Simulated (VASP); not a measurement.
**MgCdO: single point with PBE**

MgCdO:

```
Mg Cd O
1.0
     3.77915    0.00000    0.00000
    -1.88957    3.27284    0.00000
     0.00000    0.00000    3.70049
Mg Cd O
1 1 1
Direct
  0.00000 0.00000 0.50000
  0.33333 0.66667 0.00000
  0.66667 0.33333 0.00000
```

The cell was built from a structure type or drawn by symmetry, and may not be a known phase.

```json
{"Program": "VASP 6.6.1", "Task": "single point", "Functional": "PBE", "Potentials or basis": "VASP PAW PBE potentials, release 64 (Mg_sv, Cd_sv_GW, O)", "Cutoff": "750 eV", "k mesh": "6 × 6 × 6", "Occupations": "gaussian, width 0.1 eV", "Spin": "no spin polarisation", "Dipole correction": "no", "Mended": "yes", "Further INCAR settings": "ALGO = Normal; EDIFF = 1e-06; NBANDS = 25"}
```

```json
{
 "Pressure": "10.2 GPa",
 "Band gap on the k mesh": "zero (bands 18 and 19 overlap by 1.20 eV)"
}
```

Stress tensor (GPa, compression positive):
```
12.25  0.00  0.00
 0.00 12.25  0.00
 0.00  0.00  6.18
```

Levels at points of the mesh, in eV from the Fermi level:
| k point | band 15 | band 16 | band 17 | band 18 | band 19 | band 20 | band 21 | band 22 |
| --- | --- | --- | --- | --- | --- | --- | --- | --- |
| (0.00, 0.00, 0.00) | -4.97 | -3.54 | -2.56 | -2.56 | 5.15 | 5.30 | 5.30 | 5.47 |
| (0.50, 0.00, 0.00) | -6.78 | -4.15 | -2.74 | -0.98 | 1.05 | 5.37 | 5.51 | 5.63 |
| (0.00, 0.00, 0.50) | -6.11 | -2.45 | -2.45 | -2.12 | 0.06 | 7.70 | 7.70 | 8.28 |
| (0.50, 0.00, 0.50) | -5.65 | -3.95 | -3.87 | -1.13 | 1.94 | 2.84 | 3.45 | 6.37 |

It took 57 s on 1 thread of AMD EPYC 7R13 Processor (Zen 3) (shared host), peak memory 0.22 GiB.

Caveat: the cell stands under pressure.
